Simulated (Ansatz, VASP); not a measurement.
## Two plane-wave programs on Rh

```xyz
1
Lattice="0.0000 1.9161 1.9161 1.9161 0.0000 1.9161 1.9161 1.9161 0.0000" Properties=species:S:1:pos:R:3 pbc="T T T"
Rh    0.0000    0.0000    0.0000
```

Alike in both runs: task single point; functional PBE; k mesh 7 × 7 × 7; occupations fermi-dirac, width 0.1 eV; no spin polarisation.

```csv
,VASP,Ansatz
version,VASP 6.6.1,Ansatz 0.2.0
potentials or method,"VASP PAW PBE potentials, release 64 (Rh_pv), cutoff 520 eV","plane waves (420 eV) with PAW, scalar-relativistic"
valence electrons in the cell,15,17
```

```csv
,VASP,Ansatz,Ansatz less VASP
pressure (GPa),-1.1,-1.2,-0.02
```

With one functional, cell and mesh, what is left measures potentials, basis and numerics. VASP's potentials hold 15 valence electrons a cell and Ansatz's 17, so a difference there can come from the potentials and not from the codes.

The k mesh is coarse, so the values compare programs but aren't converged.
